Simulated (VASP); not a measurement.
Crystal: PbF2.

```
Pb F
1.0
     0.00000    2.96366    2.96366
     2.96366    0.00000    2.96366
     2.96366    2.96366    0.00000
Pb F
1 2
Direct
  0.00000 0.00000 0.00000
  0.75000 0.75000 0.75000
  0.25000 0.25000 0.25000
```

Program: VASP 6.6.1. Alike in all runs: task single point; cell as given.

Question: Order these runs on this cell by their pressure, lowest first.
A. level PBE; potentials or basis VASP PAW PBE potentials, release 64 (Pb_d, F); spin off; k mesh 8 × 8 × 8; cutoff (eV) 600; smearing gaussian 0.011 eV
B. level PBE-based global hybrid with 25 % exact exchange; potentials or basis VASP PAW PBE potentials, release 64 (Pb_d, F); spin off; k mesh 5 × 5 × 5; cutoff (eV) 520; smearing fermi-dirac 0.05 eV; grid for exact exchange (PRECFOCK) Normal; share of exact exchange 0.25
C. level LDA; potentials or basis VASP PAW LDA potentials, release 64 (Pb_d, F); spin off; k mesh 8 × 8 × 8; cutoff (eV) 600; smearing fermi-dirac 0.05 eV
D. level PBEsol; potentials or basis VASP PAW PBE potentials, release 64 (Pb_d, F); spin non-collinear, zero start, SOC; k mesh 8 × 8 × 8; cutoff (eV) 520; smearing fermi-dirac 0.05 eV

Answer: C (-4.6 GPa), D (-1.4 GPa), B (0.7 GPa), A (2.4 GPa).

Caveats: the PAW data sets were made with another functional, which shifts forces and pressure a little (at least some runs); the cell stands under tension (at least some runs).
